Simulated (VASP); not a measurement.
# NaCl: single point with BHLYP

Crystal: NaCl.

```
Cl Na
1.0
     0.00000    2.81257    2.81257
     2.81257    0.00000    2.81257
     2.81257    2.81257    0.00000
Cl Na
1 1
Direct
  0.50000 0.50000 0.50000
  0.00000 0.00000 0.00000
```

```yaml
Program: VASP 6.6.1
Task: single point
Functional: BHLYP
Potentials_or_basis: VASP PAW PBE potentials, release 64 (Cl, Na_pv)
Cutoff: 520 eV
k_mesh: 4 × 4 × 4
Occupations: fermi-dirac, width 0.05 eV
Spin: no spin polarisation
Dipole_correction: no
Grid_for_exact_exchange_PRECFOCK: Normal
Further_INCAR_settings: ALGO = Normal; EDIFF = 1e-06; NBANDS = 14
Share_of_exact_exchange: 0.5
```

```yaml
Pressure: 0.0 GPa
Band_gap_on_the_k_mesh: 9.36 eV
```

Levels at points of the mesh, in eV from the valence-band top:
```
           k point  band 3  band 4  band 5  band 6  band 7  band 8  band 9  band 10  band 11  band 12
(0.00, 0.00, 0.00)  -25.18  -15.09    0.00    0.00    0.00    9.36   15.66    15.66    15.66    18.15
(0.50, 0.00, 0.00)  -25.19  -14.69   -2.22   -0.31   -0.31   11.55   15.43    15.55    15.55    19.67
(0.50, 0.50, 0.00)  -25.19  -14.62   -1.95   -0.71   -0.71   11.88   12.33    16.11    19.71    19.71
```

Wall time 8.3 min on 1 thread of Oxide Virtual Turin-like Processor, with other jobs on the host, peak memory 0.13 GiB.

Caveat: the k points lie up to 0.48 Å⁻¹ apart; the PAW data sets were made with another functional, which shifts forces and pressure a little.
